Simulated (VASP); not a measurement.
MoPd:

```
CELL_PARAMETERS angstrom
2.79390 0.00000 0.00000
-1.39695 2.41958 0.00000
0.00000 0.00000 4.56637
ATOMIC_POSITIONS crystal
Mo 0.66667 0.33333 0.50000
Pd 0.33333 0.66667 0.00000
```

| Quantity | Value |
| --- | --- |
| Program | VASP 6.6.1 |
| Task | relaxation of cell and atoms |
| Functional | r2SCAN |
| Potentials or basis | VASP PAW PBE potentials, release 64 (Mo_sv, Pd) |
| Cutoff | 600 eV |
| k mesh | 9 × 9 × 5 |
| Occupations | fermi-dirac, width 0.05 eV |
| Spin | no spin polarisation |

At the start: pressure -5.3 GPa; volume 15.43 Å³/atom.

Q: How do energy, volume and symmetry change on relaxing?

A: Over 6 steps the energy falls by 6.8 meV/atom and the volume is 15.08 Å³/atom (-2.3 %); space group P-6m2 (No. 187, to 0.1 Å) before and after.

The path:
| step | energy change (eV) | largest force (eV/Å) | pressure (GPa) | volume (Å³) |
| --- | --- | --- | --- | --- |
| 1 | 0.0000 | 0.0000 | -5.32 | 30.87 |
| 2 | 0.0502 | 0.0000 | 14.11 | 28.64 |
| 3 | -0.0131 | 0.0000 | 0.08 | 30.15 |
| 4 | -0.0131 | 0.0000 | 0.20 | 30.13 |
| 5 | -0.0137 | 0.0000 | 0.01 | 30.16 |
| 6 | -0.0136 | 0.0000 | 0.03 | 30.15 |

Final structure:
```cif
data_structure
_symmetry_space_group_name_H-M 'P 1'
_symmetry_Int_Tables_number 1
_cell_length_a 2.7634
_cell_length_b 2.7634
_cell_length_c 4.5596
_cell_angle_alpha 90.000
_cell_angle_beta 90.000
_cell_angle_gamma 120.000
_cell_volume 30.15
loop_
_atom_site_label
_atom_site_type_symbol
_atom_site_fract_x
_atom_site_fract_y
_atom_site_fract_z
_atom_site_occupancy
Mo1 Mo 0.66667 0.33333 0.50000 1
Pd1 Pd 0.33333 0.66667 0.00000 1
```

Caveat: the PAW data sets were made with another functional, which shifts forces and pressure a little.
